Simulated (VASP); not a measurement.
# MoF (F-43m) in VASP: single point with PBE

Aim: the single point of MoF with PBE.

Everything below comes from runs of VASP 6.6.1. Logs are shortened: lines on timing, memory, paths and dates and some standing lists are left out, and cuts for length are marked.

**1. The cell of the first run**

The structure is cubic, space group F-43m (No. 216). Conventional cell: a = 4.886 Å, b = 4.886 Å, c = 4.886 Å, α = 90.00°, β = 90.00°, γ = 90.00°. Within 2.8 Å of Mo (site symmetry -43m) lie 4 F at 2.12 Å. F (site symmetry -43m) has 4 Mo at 2.12 Å within 2.8 Å.

**2. Single point, PBE, collinear spin**

INCAR

```
  PREC = Accurate
  ENCUT = 520
  EDIFF = 1E-6
  ISMEAR = 0
  SIGMA = 0.1
  LREAL = False
  LASPH = True
  NELM = 150
  ALGO = Normal
  ISIF = 2
  LWAVE = False
  LCHARG = False
  ISPIN = 2
  MAGMOM = 0.68 0
  LORBIT = 11
  LMAXMIX = 4
  GGA = PE
  NBANDS = 22
```

KPOINTS

```
regular mesh
0
Gamma
  20 20 20
```

POSCAR

```
MoF
1.0
    0.0000000000      2.4429954933      2.4429954933
    2.4429954933      0.0000000000      2.4429954933
    2.4429954933      2.4429954933      0.0000000000
Mo F
1 1
Direct
    0.0000000000      0.0000000000      0.0000000000
    0.2500000000      0.2500000000      0.2500000000
```

Potentials or basis: VASP PAW PBE potentials, release 64 (Mo_sv, F).

The run is started by

```bash
cat potpaw_PBE.64/Mo_sv/POTCAR potpaw_PBE.64/F/POTCAR > POTCAR
mpirun -np 1 vasp_std > vasp.out
```

OUTCAR:

```text
PREC = Accurate
   ENCUT = 520
   EDIFF = 1E-6
   ISMEAR = 0
   LREAL = False
   LASPH = True
   NELM = 150
   ISIF = 2
   ISPIN = 2
   LORBIT = 11
   GGA = PE

 ion  position               nearest neighbor table
   1  0.000  0.000  0.000-   2 2.12   2 2.12   2 2.12   2 2.12
   2  0.250  0.250  0.250-   1 2.12   1 2.12   1 2.12   1 2.12

  LATTYP: Found a face centered cubic cell.
 ALAT       =     4.8859909866

  Lattice vectors:

 A1 = (   0.0000000000,   2.4429954933,   2.4429954933)
 A2 = (   2.4429954933,   0.0000000000,   2.4429954933)
 A3 = (   2.4429954933,   2.4429954933,   0.0000000000)

Analysis of symmetry for initial positions (statically):
=====================================================================
 Subroutine PRICEL returns:
 Original cell was already a primitive cell.

 Routine SETGRP: Setting up the symmetry group for a
 face centered cubic supercell.

 Subroutine GETGRP returns: Found 24 space group operations
 (whereof 24 operations were pure point group operations)
 out of a pool of 48 trial point group operations.

The static configuration has the point symmetry T_d .

Analysis of symmetry for dynamics (positions and initial velocities):
=====================================================================
 Subroutine PRICEL returns:
 Original cell was already a primitive cell.

 Routine SETGRP: Setting up the symmetry group for a
 face centered cubic supercell.

 Subroutine GETGRP returns: Found 24 space group operations
 (whereof 24 operations were pure point group operations)
 out of a pool of 48 trial point group operations.

The dynamic configuration has the point symmetry T_d .

Analysis of structural, dynamic, and magnetic symmetry:
=====================================================================
 Subroutine PRICEL returns:
 Original cell was already a primitive cell.

 Routine SETGRP: Setting up the symmetry group for a
 face centered cubic supercell.

 Subroutine GETGRP returns: Found 24 space group operations
 (whereof 24 operations were pure point group operations)
 out of a pool of 48 trial point group operations.

The overall configuration has the point symmetry T_d .

 Subroutine INISYM returns: Found 24 space group operations
 (whereof 24 operations are pure point group operations),
 and found     1 'primitive' translations

----------------------------------------------------------------------------------------

                                     Primitive cell

  volume of cell :      29.1607
[... 112 lines left out ...]
  Thomas-Fermi vector in A             =   2.583023
   LORBIT       =     11    0 simple, 1 ext, 2 COOP (PROOUT), +10 PAW based schemes
   GGA     = PE    functional components
   LHFCALC =     F    Hartree Fock is set to
   AEXX    =    0.0000 exact exchange contribution
   IVDW    =     0    specifies the selected vdW correction
   LEPSILON=     F    determine dielectric tensor
   LRPA    =     F    only Hartree local field effects (RPA)
 spin polarized calculation
 Gauss-broadening in eV      SIGMA  =   0.10
  energy-cutoff  :      520.00
  volume of cell :       29.16
 maximum number of plane-waves:       817
 NGX is ok and might be reduce to    28
   NGX = 13   NGY = 13   NGZ = 13

 number of electron      21.0000009 magnetization       0.9915403

 Free energy of the ion-electron system (eV)
  ---------------------------------------------------
  ext. energy  EPLUGINS =         0.00000000
  ---------------------------------------------------
  free energy    TOTEN  =       -12.17611032 eV

  energy without entropy =      -12.17249983  energy(sigma->0) =      -12.17430507

 E-fermi :   8.0038     XC(G=0): -11.4334

 val. band max:        8.0024076050   @ k =  -0.2500   0.2500   0.0000
 cond. band min:       8.0088971062   @ k =   0.3500   0.0000   0.0000
 fundamental gap:      0.0064895012
 Fermi energy:         8.0037609758

 spin component 1

 k-point     1 :       0.0000    0.0000    0.0000
  band No.  band energies     occupation
      1     -54.0665      1.00000
      2     -28.0896      1.00000
      3     -28.0896      1.00000
      4     -28.0896      1.00000
      5     -19.4949      1.00000
      6      -1.6541      1.00000
[... 589 lines left out ...]
     21      29.7805      0.00000
     22      30.4793      0.00000

 [... further k-points ...]

 spin component 2

 k-point     1 :       0.0000    0.0000    0.0000
  band No.  band energies     occupation
      1     -53.4638      1.00000
      2     -27.4285      1.00000
      3     -27.4285      1.00000
      4     -27.4285      1.00000
      5     -19.4806      1.00000
      6      -1.5814      1.00000
[... 589 lines left out ...]
     21      30.1522      0.00000
     22      30.8611      0.00000

 [... further k-points ...]

------------------------ aborting loop because EDIFF is reached ----------------------------------------

  FORCE on cell =-STRESS in cart. coord.  units (eV):
  Direction    XX          YY          ZZ          XY          YZ          ZX
  --------------------------------------------------------------------------------------
  -------------------------------------------------------------------------------------
  Total        0.0635537      0.0635537      0.0635537      0.0000000      0.0000000      0.0000000
  in kB        3.4918315      3.4918315      3.4918315      0.0000000      0.0000000      0.0000000
  external PRESSURE =       3.4918315 kB  Pullay stress =       0.0000000 kB

 VOLUME and BASIS-vectors are now :
 -----------------------------------------------------------------------------
  energy-cutoff  :      520.00
  volume of cell :       29.16
      direct lattice vectors                 reciprocal lattice vectors
     0.000000000  2.442995493  2.442995493    -0.204666771  0.204666771  0.204666771
     2.442995493  0.000000000  2.442995493     0.204666771 -0.204666771  0.204666771
     2.442995493  2.442995493  0.000000000     0.204666771  0.204666771 -0.204666771

 POSITION                                       TOTAL-FORCE (eV/Angst)
 -----------------------------------------------------------------------------------
      0.00000      0.00000      0.00000         0.000000      0.000000      0.000000
      1.22150      1.22150      1.22150        -0.000000     -0.000000      0.000000
 -----------------------------------------------------------------------------------
    total drift:                                0.000001      0.000001      0.000001

  FREE ENERGIE OF THE ION-ELECTRON SYSTEM (eV)
  ---------------------------------------------------
  free  energy   TOTEN  =       -12.1761103159 eV

  energy  without entropy=      -12.1724998331  energy(sigma->0) =      -12.17430507

 total charge

# of ion       s       p       d       tot
------------------------------------------
    1        2.185   6.094   3.795  12.074
    2        1.747   4.367   0.000   6.113
--------------------------------------------------
tot          3.932  10.461   3.795  18.188

 magnetization (x)

# of ion       s       p       d       tot
------------------------------------------
    1        0.003   0.004   0.918   0.925
    2       -0.001   0.003   0.000   0.003
--------------------------------------------------
tot          0.002   0.008   0.918   0.928
```

Run time: 9.5 min. Hardware: 1 thread of Intel Xeon 8259CL, shared host; peak memory 0.36 GiB.

Results:

| Property | Result |
| --- | --- |
| Free energy | -12.1761 eV |
| Pressure | 0.3 GPa |
| Band gap on the k mesh | zero (filled and empty bands overlap) |
| Net moment | 0.99 μB per cell |
| Site moments | Mo +0.93; F +0.00 μB |
| Valence electrons inside the program's atomic spheres | Mo 12.07; F 6.11 |

Levels at points of the mesh, in eV from the Fermi level:
Spin up:
| k point | band 8 | band 9 | band 10 | band 11 | band 12 | band 13 | band 14 | band 15 |
| --- | --- | --- | --- | --- | --- | --- | --- | --- |
| (0.00, 0.00, 0.00) | -9.66 | -2.91 | -0.91 | -0.91 | 1.27 | 1.27 | 1.27 | 12.67 |
| (0.50, 0.00, 0.00) | -9.36 | -1.54 | -0.82 | -0.82 | 1.02 | 1.02 | 2.89 | 5.24 |
| (0.50, 0.50, 0.00) | -8.91 | -2.26 | -1.69 | 0.01 | 1.00 | 1.00 | 5.35 | 7.46 |
Spin down:
| k point | band 7 | band 8 | band 9 | band 10 | band 11 | band 12 | band 13 | band 14 |
| --- | --- | --- | --- | --- | --- | --- | --- | --- |
| (0.00, 0.00, 0.00) | -9.59 | -9.59 | -2.72 | 0.19 | 0.19 | 1.60 | 1.60 | 1.60 |
| (0.50, 0.00, 0.00) | -9.28 | -9.28 | -1.28 | 0.20 | 0.20 | 1.42 | 1.42 | 3.10 |
| (0.50, 0.50, 0.00) | -8.86 | -8.86 | -2.00 | -0.90 | 1.20 | 1.40 | 1.40 | 5.59 |
